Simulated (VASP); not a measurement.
# TiC (Fm-3m) in VASP: relaxation of cell and atoms with PBE

Aim: the relaxation of cell and atoms of TiC with PBE.

Program: VASP 6.6.1. These are calculated values, not measurements. Logs are shortened: lines on timing, memory, paths and dates and some standing lists are left out, and cuts for length are marked.

## Step 1: The cell of the first run

It takes space group Fm-3m (No. 225, cubic). The conventional cell has a = 4.319 Å, b = 4.319 Å, c = 4.319 Å, α = 90.00°, β = 90.00°, γ = 90.00°. Ti (site symmetry m-3m) has 6 C at 2.16 Å within 2.9 Å. Within 2.9 Å of C (site symmetry m-3m) lie 6 Ti at 2.16 Å.

## Step 2: Relaxation of cell and atoms, PBE

INCAR

```
PREC = Accurate
ENCUT = 600
EDIFF = 1E-7
ISMEAR = 0
SIGMA = 0.1
LREAL = F
LASPH = T
NELM = 100
ALGO = Normal
ISIF = 3
LWAVE = F
LCHARG = F
GGA = PE
IBRION = 2
NSW = 100
EDIFFG = -0.005
```

KPOINTS

```
Automatic mesh
0
Gamma
  12 12 6
```

POSCAR

```
TiC
1.0
    3.0537110000      0.0000000000      0.0000000000
   -1.5268560000      2.6445920000      0.0000000000
    0.0000000000      0.0000000000      7.4800350000
Ti C
3 3
Direct
    0.0000000000      0.0000000000      0.0000000000
    0.3333333300      0.6666666700      0.3333333300
    0.6666666700      0.3333333300      0.6666666700
    0.6666666700      0.3333333300      0.1666666700
    0.0000000000      0.0000000000      0.5000000000
    0.3333333300      0.6666666700      0.8333333300
```

Potentials or basis: VASP PAW PBE potentials, release 64 (Ti_sv, C).

Command:

```bash
$ cat potpaw_PBE.64/Ti_sv/POTCAR potpaw_PBE.64/C/POTCAR > POTCAR
$ mpirun -np 1 vasp_std > vasp.out
```

OUTCAR:

```text
PREC = Accurate
   ENCUT = 600
   EDIFF = 1E-7
   ISMEAR = 0
   LREAL = F
   LASPH = T
   NELM = 100
   ISIF = 3
   GGA = PE
   IBRION = 2
   NSW = 100
   EDIFFG = -0.005

 ion  position               nearest neighbor table
   1  0.000  0.000  0.000-   4 2.16   6 2.16   6 2.16   4 2.16   4 2.16   6 2.16
   2  0.333  0.667  0.333-   4 2.16   5 2.16   4 2.16   5 2.16   4 2.16   5 2.16
   3  0.667  0.333  0.667-   6 2.16   5 2.16   6 2.16   5 2.16   6 2.16   5 2.16
   4  0.667  0.333  0.167-   2 2.16   1 2.16   2 2.16   1 2.16   2 2.16   1 2.16
   5  0.000  0.000  0.500-   3 2.16   2 2.16   3 2.16   2 2.16   3 2.16   2 2.16
   6  0.333  0.667  0.833-   3 2.16   1 2.16   3 2.16   1 2.16   3 2.16   1 2.16

  LATTYP: Found a hexagonal cell.
 ALAT       =     3.0537110000
 C/A-ratio  =     2.4494901449

  Lattice vectors:

 A1 = (   3.0537110000,   0.0000000000,   0.0000000000)
 A2 = (  -1.5268560000,   2.6445920000,   0.0000000000)
 A3 = (   0.0000000000,   0.0000000000,   7.4800350000)

Analysis of symmetry for initial positions (statically):
=====================================================================
 Subroutine PRICEL returns following result:

  LATTYP: Found a face centered cubic cell.
 ALAT       =     4.3186001541

  Lattice vectors:

 A1 = (   1.5268556514,  -0.8815306579,   2.4933449751)
 A2 = (  -0.0000003486,   1.7630613421,   2.4933449751)
 A3 = (  -1.5268553028,  -0.8815306843,   2.4933450499)

   3 primitive cells build up your supercell.

 Routine SETGRP: Setting up the symmetry group for a
 hexagonal supercell.

 Subroutine GETGRP returns: Found 12 space group operations
 (whereof 12 operations were pure point group operations)
 out of a pool of 24 trial point group operations.

The static configuration has the point symmetry D_3d.

Analysis of symmetry for dynamics (positions and initial velocities):
=====================================================================
 Subroutine PRICEL returns following result:

  LATTYP: Found a face centered cubic cell.
 ALAT       =     4.3186001541

  Lattice vectors:

 A1 = (   1.5268556514,  -0.8815306579,   2.4933449751)
 A2 = (  -0.0000003486,   1.7630613421,   2.4933449751)
 A3 = (  -1.5268553028,  -0.8815306843,   2.4933450499)

   3 primitive cells build up your supercell.

 Routine SETGRP: Setting up the symmetry group for a
 hexagonal supercell.

 Subroutine GETGRP returns: Found 12 space group operations
 (whereof 12 operations were pure point group operations)
 out of a pool of 24 trial point group operations.

The dynamic configuration has the point symmetry D_3d.

 Subroutine INISYM returns: Found 12 space group operations
 (whereof 12 operations are pure point group operations),
 and found     3 'primitive' translations

----------------------------------------------------------------------------------------

                                     Primitive cell

  volume of cell :      20.1358

  direct lattice vectors                    reciprocal lattice vectors
     1.526855651 -0.881530658  2.493344975     0.327470422 -0.189065013  0.133689214
    -0.000000349  1.763061342  2.493344975    -0.000000000  0.378130161  0.133689214
    -1.526855303 -0.881530684  2.493345050    -0.327470412 -0.189065143  0.133689214

  length of vectors
     3.053711454  3.053711588  3.053711349     0.401067653  0.401067606  0.401067706

  position of ions in fractional coordinates (direct lattice)
     0.000000000  0.000000000  0.000000000
     0.500000030  0.500000000  0.500000000

  ion indices of the primitive-cell ions
   primitive index   ion index
                 1           1
                 2           4

----------------------------------------------------------------------------------------

 KPOINTS: Automatic mesh

Automatic generation of k-mesh.
 Grid dimensions read from file:
 generate k-points for:   12   12    6

 Generating k-lattice:

  Cartesian coordinates                     Fractional coordinates (reciprocal lattice)
     0.027289201  0.015755429  0.000000000     0.083333333 -0.000000000  0.000000000
     0.000000000  0.031510847  0.000000000     0.000000000  0.083333333  0.000000000
     0.000000000  0.000000000  0.022281536     0.000000000  0.000000000  0.166666667

  Length of vectors
     0.031510856  0.031510847  0.022281536

  Shift w.r.t. Gamma in fractional coordinates (k-lattice)
     0.000000000  0.000000000  0.000000000

 Subroutine IBZKPT returns following result:
 ===========================================

 Found    100 irreducible k-points:

 Following reciprocal coordinates:
            Coordinates               Weight
  0.000000  0.000000  0.000000      1.000000
  0.083333 -0.000000  0.000000      6.000000
  0.166667 -0.000000  0.000000      6.000000
  0.250000  0.000000  0.000000      6.000000
  0.333333  0.000000  0.000000      6.000000
  0.416667  0.000000  0.000000      6.000000
[... 16 lines left out ...]
  0.166667 -0.000000  0.166667      6.000000
  0.000000  0.166667  0.166667      6.000000
 [... further k-points ...]
   k-points           NKPTS =    100   k-points in BZ     NKDIM =    100   number of bands    NBANDS=     28
   number of dos      NEDOS =    301   number of ions     NIONS =      6
   total plane-waves  NPLWV =  34560
   dimension x,y,z NGX =    24 NGY =   24 NGZ =   60
   dimension x,y,z NGXF=    48 NGYF=   48 NGZF=  120
   ions per type =               3   3
   NGX,Y,Z   is equivalent  to a cutoff of  13.07, 13.07, 13.34 a.u.
   NGXF,Y,Z  is equivalent  to a cutoff of  26.13, 26.13, 26.67 a.u.
 SYSTEM =  unknown system
   PREC   = accura    normal or accurate (medium, high low for compatibility)
   ISTART =      0    job   : 0-new  1-cont  2-samecut
   ICHARG =      2    charge: 1-file 2-atom 10-const
   ISPIN  =      1    spin polarized calculation?
   LNONCOLLINEAR =      F non collinear calculations
   LSORBIT =      F    spin-orbit coupling
   LASPH  =      T    aspherical Exc in radial PAW
   ENCUT  =  600.0 eV  44.10 Ry    6.64 a.u.   6.10  6.10 14.94*2*pi/ulx,y,z
   NELM   =    100;   NELMIN=  2; NELMDL= -5     # of ELM steps
   EDIFF  = 0.1E-06   stopping-criterion for ELM
   LREAL  =      F    real-space projection
   EDIFFG = -.5E-02   stopping-criterion for IOM
   NSW    =    100    number of steps for IOM
   IBRION =      2    ionic relax: 0-MD 1-quasi-New 2-CG
   NFREE  =      1    steps in history (QN), initial steepest desc. (CG)
   ISIF   =      3    stress and relaxation
   ISYM   =      2    0-nonsym 1-usesym 2-fastsym
   POTIM  = 0.5000    time-step for ionic-motion
   TEBEG  =    0.0;   TEEND  =   0.0 temperature during run
   PSTRESS=    0.0 pullay stress
   NELECT =      48.0000    total number of electrons
   NUPDOWN=      -1.0000    fix difference up-down
   EMIN   =  10.00;   EMAX   =-10.00  energy-range for DOS
   EFERMI =   0.00;   METHOD = LEGACY
   ISMEAR =     0;   SIGMA  =   0.10  broadening in eV -4-tet -1-fermi 0-gaus
   EFERMI_NEDOS =   21; number of points for ismear=-14 and -15
   IALGO  =     38    algorithm
   IMIX   =      4    mixing-type and parameters
     AMIX     =   0.40;   BMIX     =  1.00
     AMIX_MAG =   1.60;   BMIX_MAG =  1.00
  volume/ion in A,a.u.               =      10.07        67.94
  Fermi-wavevector in a.u.,A,eV,Ry     =   1.516323  2.865436 31.283013  2.299237
  Thomas-Fermi vector in A             =   2.625728
   LORBIT       =      0    0 simple, 1 ext, 2 COOP (PROOUT), +10 PAW based schemes
   GGA     = PE    functional components
   LHFCALC =     F    Hartree Fock is set to
   AEXX    =    0.0000 exact exchange contribution
   IVDW    =     0    specifies the selected vdW correction
   LEPSILON=     F    determine dielectric tensor
   LRPA    =     F    only Hartree local field effects (RPA)
 conjugate gradient relaxation of ions
 non-spin polarized calculation
 Gauss-broadening in eV      SIGMA  =   0.10
  energy-cutoff  :      600.00
  volume of cell :       60.41
 maximum number of plane-waves:      2048
   NGX = 13   NGY = 13   NGZ = 29

--------------------------------------- Ionic step        1  -------------------------------------------

 number of electron      47.9999990 magnetization

 Free energy of the ion-electron system (eV)
  ---------------------------------------------------
  ext. energy  EPLUGINS =         0.00000000
  ---------------------------------------------------
  free energy    TOTEN  =       -56.12717833 eV

  energy without entropy =      -56.12355078  energy(sigma->0) =      -56.12536455

------------------------ aborting loop because EDIFF is reached ----------------------------------------

  FORCE on cell =-STRESS in cart. coord.  units (eV):
  Direction    XX          YY          ZZ          XY          YZ          ZX
  --------------------------------------------------------------------------------------
  -------------------------------------------------------------------------------------
  Total        1.0007406      1.0007411      1.0071260     -0.0000002     -0.0000000      0.0000000
  in kB       26.5425016     26.5425156     26.7118607     -0.0000050     -0.0000000      0.0000000
  external PRESSURE =      26.5989593 kB  Pullay stress =       0.0000000 kB
[... 65 lines left out ...]
  energy  without entropy=      -56.1200270316  energy(sigma->0) =      -56.12183907

--------------------------------------- Ionic step        3  -------------------------------------------

 number of electron      47.9999989 magnetization

 Free energy of the ion-electron system (eV)
  ---------------------------------------------------
  ext. energy  EPLUGINS =         0.00000000
  ---------------------------------------------------
  free energy    TOTEN  =       -56.13238771 eV

  energy without entropy =      -56.12875893  energy(sigma->0) =      -56.13057332

 E-fermi :   9.4045     XC(G=0): -12.6896

 val. band max:        9.3990798354   @ k =   0.1667  -0.0000   0.3333
 cond. band min:       9.4320033691   @ k =   0.4167   0.0000   0.0000
 fundamental gap:      0.0329235338
 Fermi energy:         9.4044739384

 k-point     1 :       0.0000    0.0000    0.0000
  band No.  band energies     occupation
      1     -47.2021      2.00000
      2     -47.1480      2.00000
      3     -47.1480      2.00000
      4     -23.6009      2.00000
      5     -23.6009      2.00000
      6     -23.2630      2.00000
[... 733 lines left out ...]
     27      10.6756      0.00000
     28      11.7316      0.00000

 [... further k-points ...]
[... 5 lines left out ...]
  --------------------------------------------------------------------------------------
  -------------------------------------------------------------------------------------
  Total       -0.0070789     -0.0070789      0.0009098      0.0000000      0.0000000     -0.0000000
  in kB       -0.1857941     -0.1857942      0.0238779      0.0000000      0.0000000     -0.0000000
  external PRESSURE =      -0.1159035 kB  Pullay stress =       0.0000000 kB
[... 21 lines left out ...]
  FREE ENERGIE OF THE ION-ELECTRON SYSTEM (eV)
  ---------------------------------------------------
  free  energy   TOTEN  =       -56.1323877084 eV

  energy  without entropy=      -56.1287589342  energy(sigma->0) =      -56.13057332

 reached required accuracy - stopping structural energy minimisation
```

It took 13 min on 1 thread of Oxide Virtual Turin-like, shared host; peak memory 0.27 GiB.

Results:

| Property | Result |
| --- | --- |
| Free energy | -56.1324 eV |
| Relaxed volume | 10.17 Å³/atom |
| Relaxed cell | a = 3.064 Å, b = 3.064 Å, c = 7.506 Å, α = 90.00°, β = 90.00°, γ = 120.00° |
| Space group after relaxing (to 0.05 Å) | Fm-3m (No. 225) |
| Energy gained by relaxing | 0.9 meV/atom |
| Ionic steps | 3 |
| Pressure after relaxing | 0.0 GPa |
| Band gap on the k mesh | zero (band 24 reaches 10.09 eV, above the bottom of band 25 at 8.99 eV) |

The path:
```tsv
step	energy change (eV)	largest force (eV/Å)	pressure (GPa)	volume (Å³)
1	0.0000	0.0000	2.66	60.41
2	0.0035	0.0000	-3.30	61.88
3	-0.0052	0.0000	-0.01	61.04
```

Final structure:
```
Ti C
1.0
     3.06438    0.00000    0.00000
    -1.53219    2.65383    0.00000
     0.00000    0.00000    7.50633
Ti C
3 3
Direct
  0.00000 0.00000 0.00000
  0.33333 0.66667 0.33333
  0.66667 0.33333 0.66667
  0.66667 0.33333 0.16667
  0.00000 0.00000 0.50000
  0.33333 0.66667 0.83333
```
